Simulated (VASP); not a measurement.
Here is a VASP 6.6.1 calculation.

The input INCAR:

```
SYSTEM = Mg2B3
PREC = Accurate
ENCUT = 600
EDIFF = 1E-7
ISMEAR = 0
SIGMA = 0.1
LREAL = .False.
LASPH = .True.
NELM = 80
ALGO = Normal
ISIF = 3
LWAVE = .False.
LCHARG = .False.
GGA = PE
IBRION = 2
NSW = 90
EDIFFG = -0.04
```

File KPOINTS:

```
Automatic mesh
0
Gamma
  6 6 4
  0 0 0
```

Contents of POSCAR:

```
Mg2B3
1.0
    3.6989590200      0.0000000000      0.0000000000
   -1.8494795100      3.2033924800      0.0000000000
    0.0000000000      0.0000000000      4.5421876500
Mg B
2 3
Direct
    0.6666666700      0.3333333300      0.5000000000
    0.3333333300      0.6666666700      0.0000000000
    0.0000000000      0.0000000000      0.7454000100
    0.0000000000      0.0000000000      0.2545999900
    0.6666666700      0.3333333300      0.0000000000
```

Potentials or basis: VASP PAW PBE potentials, release 64 (Mg, B).

Run with:

```sh
$ cat potpaw_PBE.64/Mg/POTCAR potpaw_PBE.64/B/POTCAR > POTCAR
$ mpirun -np 1 vasp_std > vasp.out
```

(1) What does it give for the relaxed volume?

(2) Predict the space group after relaxing (to 0.05 Å).

(3) Predict the relaxed cell.

## Answers

(1) 12.28 Å³/atom.

(2) P-6m2 (No. 187).

(3) a = 3.894 Å, b = 3.894 Å, c = 4.675 Å, α = 90.00°, β = 90.00°, γ = 120.00°.
